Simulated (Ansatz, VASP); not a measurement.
# WSe2: VASP beside Ansatz

The input INCAR:

```
PREC     = Accurate       # precision mode
ENCUT    = 520            # plane-wave cutoff, eV
EDIFF    = 1E-6           # SCF threshold, eV
ISMEAR   = -1             # smearing method
SIGMA    = 0.08           # smearing width, eV
LREAL    = False          # projectors in reciprocal space
LASPH    = True           # aspherical terms in the spheres
NELM     = 60             # most SCF steps
ALGO     = Normal         # electronic algorithm
ISIF     = 2              # what is computed and relaxed
LWAVE    = False          # write WAVECAR
LCHARG   = True           # write CHGCAR
GGA      = PS             # functional
LELF     = True           # ELF
LVHAR    = True         
NBANDS   = 35             # bands
```

KPOINTS

```
regular mesh
0
Gamma
  11 11 3
```

File POSCAR:

```
WSe2
1.0
    3.2455335613      0.0000000000      0.0000000000
   -1.6227667806      2.8107145128      0.0000000000
    0.0000000000      0.0000000000     12.7947082416
W Se
2 4
Direct
    0.3333333333      0.6666666667      0.2500000000
    0.6666666667      0.3333333333      0.7500000000
    0.3333333333      0.6666666667      0.6210000000
    0.6666666667      0.3333333333      0.1210000000
    0.3333333333      0.6666666667      0.8790000000
    0.6666666667      0.3333333333      0.3790000000
```

Input for Ansatz:

```yaml
crystal:
  lattice:
    - [3.2455335613, 0.0, 0.0]
    - [-1.6227667806, 2.8107145128, 0.0]
    - [0.0, 0.0, 12.7947082416]
  atoms:
    - { symbol: W, position: [0.3333333333, 0.6666666667, 0.25] }
    - { symbol: W, position: [0.6666666667, 0.3333333333, 0.75] }
    - { symbol: Se, position: [0.3333333333, 0.6666666667, 0.621] }
    - { symbol: Se, position: [0.6666666667, 0.3333333333, 0.121] }
    - { symbol: Se, position: [0.3333333333, 0.6666666667, 0.879] }
    - { symbol: Se, position: [0.6666666667, 0.3333333333, 0.379] }
kpoints:
  mp_grid: { grid: [11, 11, 3] }
  band_path:
    path:
      - [0.0, 0.0, 0.0]
      - [0.5, 0.0, 0.0]
      - [0.3333333333, 0.3333333333, 0.0]
      - [0.0, 0.0, 0.0]
      - [0.0, 0.0, 0.5]
      - [0.5, 0.0, 0.5]
      - [0.3333333333, 0.3333333333, 0.5]
      - [0.0, 0.0, 0.5]
      - [0.5, 0.0, 0.5]
    npoints: 5
scf:
  occupations: { method: fermi_dirac, width: 0.08 }
hamiltonian:
  xc: pbesol
  pseudopotentials: { kind: all_electron, lapw: { basis_error: 0.0005 } }
output:
  forces: true
  stress: true
  eigenvalues: true
```

Change from the starting cell: volume scaled by 0.96.

Alike in both runs: task single point; functional PBEsol; k mesh 11 × 11 × 3; occupations fermi-dirac, width 0.08 eV; no spin polarisation.

```csv
,VASP,Ansatz
version,VASP 6.6.1,Ansatz 0.2.0
potentials or method,"VASP PAW PBE potentials, release 64 (W_sv, Se), cutoff 520 eV","all-electron LAPW, scalar-relativistic"
```

VASP gave:

- pressure (GPa): 5.4
- traceless stress, the component that is largest in VASP (GPa): 1.58
- rms of the force components (eV/Å): 0.305

Which values does Ansatz return?

Pressure (GPa): 5.0; traceless stress, the component that is largest in VASP (GPa): 1.46; rms of the force components (eV/Å): 0.274.

VASP's potentials were made for PBE, not for PBEsol. Atom by atom the forces differ by 0.031 eV/Å (rms over components). Ansatz ran all-electron here, and VASP with PAW potentials.

Spin-orbit coupling is off throughout.
